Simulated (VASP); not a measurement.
# Sc (P6_3/mmc) in VASP: further runs

Sc is run at these levels: r2SCAN; tasks: single point.

All numbers are computed with VASP 6.6.1; they aren't measurements. Logs are shortened: lines on timing, memory, paths and dates and some standing lists are left out, and cuts for length are marked.

### 1 The cell of the first run

The structure is hexagonal, space group P6_3/mmc (No. 194). The conventional cell has a = 3.328 Å, b = 3.328 Å, c = 5.212 Å, α = 90.00°, β = 90.00°, γ = 120.00°. Sc (site symmetry -6m2) has 12 Sc at 3.24 to 3.33 Å within 4.3 Å.

### 2 Single point, r2SCAN

POSCAR

```
Sc
1.0
    3.3280716152      0.0000000000      0.0000000000
   -1.6640358076      2.8821945644      0.0000000000
    0.0000000000      0.0000000000      5.2121495536
Sc
2
Direct
    0.3333333333      0.6666666667      0.2500000000
    0.6666666667      0.3333333333      0.7500000000
```

INCAR.step1

```
SYSTEM = Sc
PREC = Accurate
ENCUT = 520
ISMEAR = 0
SIGMA = 1.0
LREAL = .FALSE.
LASPH = .TRUE.
NELM = 60
NBANDS = 18
GGA = PE
ALGO = Normal
EDIFF = 1E-4
LWAVE = .TRUE.
LCHARG = .FALSE.
```

INCAR.step2

```
SYSTEM = Sc
PREC = Accurate
ENCUT = 520
EDIFF = 1E-7
ISMEAR = 0
SIGMA = 1.0
LREAL = .FALSE.
LASPH = .TRUE.
NELM = 60
ALGO = Normal
ISIF = 2
LWAVE = .FALSE.
LCHARG = .FALSE.
METAGGA = R2SCAN
LMIXTAU = .TRUE.
NBANDS = 18
ISTART = 1
```

KPOINTS

```
Automatic mesh
0
G
  11 11 6
  0 0 0
```

Potentials or basis: VASP PAW PBE potentials, release 64 (Sc_sv).

Started as:

```bash
$ cat potpaw_PBE.64/Sc_sv/POTCAR > POTCAR
$ cp INCAR.step1 INCAR
$ mpirun -np 1 vasp_std > vasp.out
$ cp INCAR.step2 INCAR
$ mpirun -np 1 vasp_std > vasp.out
```

OUTCAR:

```text
SYSTEM = Sc
   PREC = Accurate
   ENCUT = 520
   EDIFF = 1E-7
   ISMEAR = 0
   LREAL = .FALSE.
   LASPH = .TRUE.
   NELM = 60
   ISIF = 2
   METAGGA = R2SCAN
   ISTART = 1

 ion  position               nearest neighbor table
   1  0.333  0.667  0.250-   2 3.24   2 3.24   2 3.24   2 3.24   2 3.24   2 3.24
   2  0.667  0.333  0.750-   1 3.24   1 3.24   1 3.24   1 3.24   1 3.24   1 3.24

  LATTYP: Found a hexagonal cell.
 ALAT       =     3.3280716152
 C/A-ratio  =     1.5661170060

  Lattice vectors:

 A1 = (   3.3280716152,   0.0000000000,   0.0000000000)
 A2 = (  -1.6640358076,   2.8821945644,   0.0000000000)
 A3 = (   0.0000000000,   0.0000000000,   5.2121495536)

Analysis of symmetry for initial positions (statically):
=====================================================================
 Subroutine PRICEL returns:
 Original cell was already a primitive cell.

 Routine SETGRP: Setting up the symmetry group for a
 hexagonal supercell.

 Subroutine GETGRP returns: Found 24 space group operations
 (whereof 12 operations were pure point group operations)
 out of a pool of 24 trial point group operations.

The static configuration has the point symmetry D_3d.
 The point group associated with its full space group is D_6h.

Analysis of symmetry for dynamics (positions and initial velocities):
=====================================================================
 Subroutine PRICEL returns:
 Original cell was already a primitive cell.

 Routine SETGRP: Setting up the symmetry group for a
 hexagonal supercell.

 Subroutine GETGRP returns: Found 24 space group operations
 (whereof 12 operations were pure point group operations)
 out of a pool of 24 trial point group operations.

The dynamic configuration has the point symmetry D_3d.
 The point group associated with its full space group is D_6h.

 Subroutine INISYM returns: Found 24 space group operations
 (whereof 12 operations are pure point group operations),
 and found     1 'primitive' translations

----------------------------------------------------------------------------------------

                                     Primitive cell

  volume of cell :      49.9957

  direct lattice vectors                    reciprocal lattice vectors
     3.328071615  0.000000000  0.000000000     0.300474303  0.173478920  0.000000000
    -1.664035808  2.882194564  0.000000000     0.000000000  0.346957840  0.000000000
     0.000000000  0.000000000  5.212149554     0.000000000  0.000000000  0.191859422

  length of vectors
[... 81 lines left out ...]
   NELM   =     60;   NELMIN=  2; NELMDL=  0     # of ELM steps
   EDIFF  = 0.1E-06   stopping-criterion for ELM
   LREAL  =      F    real-space projection
   EDIFFG = 0.1E-05   stopping-criterion for IOM
   NSW    =      0    number of steps for IOM
   IBRION =     -1    ionic relax: 0-MD 1-quasi-New 2-CG
   NFREE  =      0    steps in history (QN), initial steepest desc. (CG)
   ISIF   =      2    stress and relaxation
   ISYM   =      2    0-nonsym 1-usesym 2-fastsym
   POTIM  = 0.5000    time-step for ionic-motion
   TEBEG  =    0.0;   TEEND  =   0.0 temperature during run
   PSTRESS=    0.0 pullay stress
   NELECT =      22.0000    total number of electrons
   NUPDOWN=      -1.0000    fix difference up-down
   EMIN   =  10.00;   EMAX   =-10.00  energy-range for DOS
   EFERMI =   0.00;   METHOD = LEGACY
   ISMEAR =     0;   SIGMA  =   1.00  broadening in eV -4-tet -1-fermi 0-gaus
   EFERMI_NEDOS =   21; number of points for ismear=-14 and -15
   IALGO  =     38    algorithm
   IMIX   =      4    mixing-type and parameters
     AMIX     =   0.40;   BMIX     =  1.00
     AMIX_MAG =   1.60;   BMIX_MAG =  1.00
  volume/ion in A,a.u.               =      25.00       168.69
  Fermi-wavevector in a.u.,A,eV,Ry     =   1.245197  2.353081 21.096050  1.550516
  Thomas-Fermi vector in A             =   2.379430
   LORBIT       =      0    0 simple, 1 ext, 2 COOP (PROOUT), +10 PAW based schemes
   METAGGA = R2SCAN    functional components
   LHFCALC =     F    Hartree Fock is set to
   AEXX    =    0.0000 exact exchange contribution
   IVDW    =     0    specifies the selected vdW correction
   LEPSILON=     F    determine dielectric tensor
   LRPA    =     F    only Hartree local field effects (RPA)
 non-spin polarized calculation
 Gauss-broadening in eV      SIGMA  =   1.00
  energy-cutoff  :      520.00
  volume of cell :       50.00
 maximum number of plane-waves:      1375
 NGX is ok and might be reduce to    28
   NGX = 13   NGY = 13   NGZ = 19

 number of electron      21.9999997 magnetization

 Free energy of the ion-electron system (eV)
  ---------------------------------------------------
  ext. energy  EPLUGINS =         0.00000000
  ---------------------------------------------------
  free energy    TOTEN  =       -23.47578465 eV

  energy without entropy =      -22.08098214  energy(sigma->0) =      -22.77838340

 E-fermi :   3.7116     XC(G=0): -10.5350

 val. band max:        3.7098094739   @ k =   0.1818   0.1818   0.3333
 cond. band min:       3.7155832210   @ k =   0.0909   0.0909   0.0000
 fundamental gap:      0.0057737471
 Fermi energy:         3.7116122528

 k-point     1 :       0.0000    0.0000    0.0000
  band No.  band energies     occupation
      1     -47.8116      2.00000
      2     -47.7426      2.00000
      3     -25.6840      2.00000
      4     -25.3233      2.00000
      5     -25.3232      2.00000
      6     -25.2594      2.00000
[... 481 lines left out ...]
      5     -25.4106      2.00000
      6     -25.3562      2.00000
[... 10 lines left out ...]
     17       6.5999      0.00004
     18       6.8504      0.00001

 [... further k-points ...]

------------------------ aborting loop because EDIFF is reached ----------------------------------------

  FORCE on cell =-STRESS in cart. coord.  units (eV):
  Direction    XX          YY          ZZ          XY          YZ          ZX
  --------------------------------------------------------------------------------------
  -------------------------------------------------------------------------------------
  Total        0.3990796      0.3990796      0.8647917      0.0000000      0.0000000      0.0000000
  in kB       12.7890217     12.7890217     27.7133643      0.0000000      0.0000000      0.0000000
  external PRESSURE =      17.7638026 kB  Pullay stress =       0.0000000 kB

 VOLUME and BASIS-vectors are now :
 -----------------------------------------------------------------------------
  energy-cutoff  :      520.00
  volume of cell :       50.00
      direct lattice vectors                 reciprocal lattice vectors
     3.328071615  0.000000000  0.000000000     0.300474303  0.173478920  0.000000000
    -1.664035808  2.882194564  0.000000000     0.000000000  0.346957840  0.000000000
     0.000000000  0.000000000  5.212149554     0.000000000  0.000000000  0.191859422

 POSITION                                       TOTAL-FORCE (eV/Angst)
 -----------------------------------------------------------------------------------
     -0.00000      1.92146      1.30304         0.000000     -0.000000      0.000000
      1.66404      0.96073      3.90911        -0.000000      0.000000      0.000000
 -----------------------------------------------------------------------------------
    total drift:                               -0.000000      0.000000     -0.000000

  FREE ENERGIE OF THE ION-ELECTRON SYSTEM (eV)
  ---------------------------------------------------
  free  energy   TOTEN  =       -23.4757846547 eV

  energy  without entropy=      -22.0809821390  energy(sigma->0) =      -22.77838340
```

Run time: 1.9 min. Hardware: 1 thread of Intel Xeon 6975P-C (Granite Rapids), shared host; peak memory 0.2 GiB.

Results:

```
Free energy            : -23.4758 eV
Pressure               : 1.8 GPa
Band gap on the k mesh : zero (bands 11 and 12 overlap by 1.53 eV)
```

Stress tensor (GPa, compression positive):
```
1.28 0.00 0.00
0.00 1.28 0.00
0.00 0.00 2.77
```

Levels at points of the mesh, in eV from the Fermi level:
```
           k point  band 9  band 10  band 11  band 12  band 13  band 14
(0.00, 0.00, 0.00)   -5.55    -1.74     0.32     1.78     1.78     2.02
(0.00, 0.00, 0.50)   -3.94    -3.94     1.04     1.04     1.71     1.71
```

Caveat: so wide a smearing shifts energies and pressures; the PAW data sets were made with another functional, which shifts forces and pressure a little.

### 3 Single point, r2SCAN

POSCAR is that of step 2.

INCAR.step1

```
SYSTEM = Sc
PREC = Accurate ; ENCUT = 520
ISMEAR = 1 ; SIGMA = 0.01
LREAL = .False. ; LASPH = .True.
NELM = 80 ; NBANDS = 18
GGA = PE ; ALGO = Normal
EDIFF = 1E-4 ; LWAVE = .True.
LCHARG = .False.
```

INCAR.step2

```
SYSTEM = Sc
PREC = Accurate ; ENCUT = 520
EDIFF = 1E-7 ; ISMEAR = 1
SIGMA = 0.01 ; LREAL = .False.
LASPH = .True. ; NELM = 80
ALGO = Normal ; ISIF = 2
LWAVE = .False. ; LCHARG = .False.
METAGGA = R2SCAN ; LMIXTAU = .True.
NBANDS = 18 ; ISTART = 1
```

KPOINTS

```
Automatic mesh
0
Gamma
  11 11 6
  0 0 0
```

Potentials or basis: VASP PAW PBE potentials, release 64 (Sc_sv).

Started as:

```bash
$ cat potpaw_PBE.64/Sc_sv/POTCAR > POTCAR
$ cp INCAR.step1 INCAR
$ mpirun -np 1 vasp_std > vasp.out
$ cp INCAR.step2 INCAR
$ mpirun -np 1 vasp_std > vasp.out
```

OUTCAR:

```text
SYSTEM = Sc
   PREC = Accurate
   ENCUT = 520
   EDIFF = 1E-7
   ISMEAR = 1
   LREAL = .False.
   LASPH = .True.
   NELM = 80
   ISIF = 2
   METAGGA = R2SCAN
   ISTART = 1

 ion  position               nearest neighbor table
   1  0.333  0.667  0.250-   2 3.24   2 3.24   2 3.24   2 3.24   2 3.24   2 3.24
   2  0.667  0.333  0.750-   1 3.24   1 3.24   1 3.24   1 3.24   1 3.24   1 3.24

  LATTYP: Found a hexagonal cell.
 ALAT       =     3.3280716152
 C/A-ratio  =     1.5661170060

  Lattice vectors:

 A1 = (   3.3280716152,   0.0000000000,   0.0000000000)
 A2 = (  -1.6640358076,   2.8821945644,   0.0000000000)
 A3 = (   0.0000000000,   0.0000000000,   5.2121495536)

Analysis of symmetry for initial positions (statically):
=====================================================================
 Subroutine PRICEL returns:
 Original cell was already a primitive cell.

 Routine SETGRP: Setting up the symmetry group for a
 hexagonal supercell.

 Subroutine GETGRP returns: Found 24 space group operations
 (whereof 12 operations were pure point group operations)
 out of a pool of 24 trial point group operations.

The static configuration has the point symmetry D_3d.
[... 162 lines left out ...]
  energy without entropy =      -22.71146411  energy(sigma->0) =      -22.71144375

 E-fermi :   3.6475     XC(G=0): -10.5428

 val. band max:        3.6410009953   @ k =   0.2727   0.2727   0.3333
 cond. band min:       3.6553162645   @ k =   0.3636  -0.0000   0.1667
 fundamental gap:      0.0143152692
 Fermi energy:         3.6475486111

 k-point     1 :       0.0000    0.0000    0.0000
  band No.  band energies     occupation
      1     -47.9108      2.00000
      2     -47.8423      2.00000
      3     -25.7655      2.00000
      4     -25.4195      2.00000
      5     -25.4195      2.00000
      6     -25.3562      2.00000
[... 481 lines left out ...]
      5     -25.5049      2.00000
      6     -25.4513      2.00000
[... 10 lines left out ...]
     17       6.5340      0.00000
     18       6.7831      0.00000

 [... further k-points ...]

------------------------ aborting loop because EDIFF is reached ----------------------------------------

  FORCE on cell =-STRESS in cart. coord.  units (eV):
  Direction    XX          YY          ZZ          XY          YZ          ZX
  --------------------------------------------------------------------------------------
  -------------------------------------------------------------------------------------
  Total        0.0123710      0.0123710     -0.1067857      0.0000000     -0.0000000      0.0000000
  in kB        0.3964451      0.3964451     -3.4220839      0.0000000     -0.0000000      0.0000000
  external PRESSURE =      -0.8763979 kB  Pullay stress =       0.0000000 kB

 VOLUME and BASIS-vectors are now :
 -----------------------------------------------------------------------------
  energy-cutoff  :      520.00
  volume of cell :       50.00
      direct lattice vectors                 reciprocal lattice vectors
     3.328071615  0.000000000  0.000000000     0.300474303  0.173478920  0.000000000
    -1.664035808  2.882194564  0.000000000     0.000000000  0.346957840  0.000000000
     0.000000000  0.000000000  5.212149554     0.000000000  0.000000000  0.191859422

 POSITION                                       TOTAL-FORCE (eV/Angst)
 -----------------------------------------------------------------------------------
     -0.00000      1.92146      1.30304        -0.000000     -0.000000      0.000000
      1.66404      0.96073      3.90911         0.000000      0.000000      0.000000
 -----------------------------------------------------------------------------------
    total drift:                               -0.000000      0.000000     -0.000000

  FREE ENERGIE OF THE ION-ELECTRON SYSTEM (eV)
  ---------------------------------------------------
  free  energy   TOTEN  =       -22.7114335647 eV

  energy  without entropy=      -22.7114641123  energy(sigma->0) =      -22.71144375
```

OSZICAR.step1:

```text
N       E                     dE             d eps       ncg     rms          rms(c)
DAV:   1     0.354362407554E+03    0.35436E+03   -0.11079E+04  2312   0.129E+03
DAV:   2     0.626131424978E+01   -0.34810E+03   -0.34117E+03  2784   0.538E+02
DAV:   3    -0.135231049813E+02   -0.19784E+02   -0.19156E+02  3806   0.152E+02
DAV:   4    -0.139062740069E+02   -0.38317E+00   -0.38106E+00  3476   0.190E+01
DAV:   5    -0.139109979390E+02   -0.47239E-02   -0.47215E-02  3902   0.235E+00    0.751E+00
DAV:   6    -0.126606835183E+02    0.12503E+01   -0.28831E+00  3028   0.186E+01    0.222E+00
DAV:   7    -0.125089444641E+02    0.15174E+00   -0.68994E-01  3116   0.826E+00    0.871E-01
DAV:   8    -0.124988679025E+02    0.10077E-01   -0.29565E-02  2966   0.218E+00    0.245E-01
DAV:   9    -0.124974598244E+02    0.14081E-02   -0.78402E-03  3220   0.944E-01    0.200E-02
DAV:  10    -0.124974724301E+02   -0.12606E-04   -0.75545E-05  1904   0.142E-01
   1 F= -.12497472E+02 E0= -.12497460E+02  d E =-.360592E-04
```

It took 2 min on 1 thread of Intel Xeon 6975P-C (Granite Rapids), shared host; peak memory 0.2 GiB.

Results:

```
Free energy            : -22.7114 eV
Pressure               : -0.1 GPa
Band gap on the k mesh : zero (bands 11 and 12 overlap by 1.52 eV)
```

Stress tensor (GPa, compression positive):
```
 0.04  0.00  0.00
 0.00  0.04  0.00
 0.00  0.00 -0.34
```

Caveat: the PAW data sets were made with another functional, which shifts forces and pressure a little.

[end of part 1 of 2]
